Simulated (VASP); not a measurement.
Crystal: SiAs4.

```
CELL_PARAMETERS angstrom
3.28925 0.00000 0.00000
-1.64463 2.84858 0.00000
0.00000 0.00000 10.57653
ATOMIC_POSITIONS crystal
Si 0.00000 0.00000 0.00000
As 0.33333 0.66667 0.86586
As 0.33333 0.66667 0.37680
As 0.66667 0.33333 0.13414
As 0.66667 0.33333 0.62320
```

The cell was generated, and may not be a known phase.

- Program: VASP 6.6.1
- Task: relaxation of cell and atoms
- Functional: PBE
- Potentials or basis: VASP PAW PBE potentials, release 64 (Si, As_d)
- Cutoff: 510 eV
- k mesh: 6 × 6 × 2
- Occupations: gaussian, width 0.1 eV
- Spin: no spin polarisation

At the start: pressure 4.3 GPa; volume 19.82 Å³/atom.

**Question.** How do energy, volume and symmetry change on relaxing?

**Answer.** Over 19 steps the energy falls by 378.0 meV/atom and the volume is 19.54 Å³/atom (-1.4 %); space group P-3m1 (No. 164, to 0.1 Å) before and after.

Step by step:
```
step  energy change (eV)  largest force (eV/Å)  pressure (GPa)  volume (Å³)
   1              0.0000                2.0182            4.33        99.10
   2             -0.2774                0.5923           -3.79       106.98
   3             -0.2794                0.6021           -3.21       106.28
   4             -0.5935                0.6093           -2.92       103.38
   5             -1.0519                0.7585           -1.62        99.16
   6             -1.6108                0.1505            5.75        90.31
   7             -1.7085                0.5362            5.24        91.98
   8             -1.7132                0.5969            5.15        92.34
   9             -1.8174                0.4823            1.56        95.97
  10             -1.8420                0.3966           -1.05        99.18
  11             -1.8421                0.4027           -0.84        98.93
  12             -1.8592                0.3164           -0.65        98.65
  13             -1.8830                0.1443           -0.19        97.91
  14             -1.8653                0.2967            1.30        96.37
  15             -1.8881                0.1190            0.01        97.50
  16             -1.8886                0.0998            0.15        97.29
  17             -1.8887                0.1050            0.16        97.35
  18             -1.8898                0.0493           -0.03        97.58
  19             -1.8899                0.0286           -0.15        97.68
```

Final structure:
```cif
data_structure
_symmetry_space_group_name_H-M 'P 1'
_symmetry_Int_Tables_number 1
_cell_length_a 3.6883
_cell_length_b 3.6883
_cell_length_c 8.2914
_cell_angle_alpha 90.000
_cell_angle_beta 90.000
_cell_angle_gamma 120.000
_cell_volume 97.68
loop_
_atom_site_label
_atom_site_type_symbol
_atom_site_fract_x
_atom_site_fract_y
_atom_site_fract_z
_atom_site_occupancy
Si1 Si 0.00000 0.00000 0.00000 1
As1 As 0.33333 0.66667 0.82560 1
As2 As 0.33333 0.66667 0.39884 1
As3 As 0.66667 0.33333 0.17440 1
As4 As 0.66667 0.33333 0.60116 1
```

Caveat: the k points lie up to 0.38 Å⁻¹ apart in the final cell, too coarse for converged energies and pressures of a metal; a cell axis changed by over 15 % at a fixed basis, so the end point is rough.
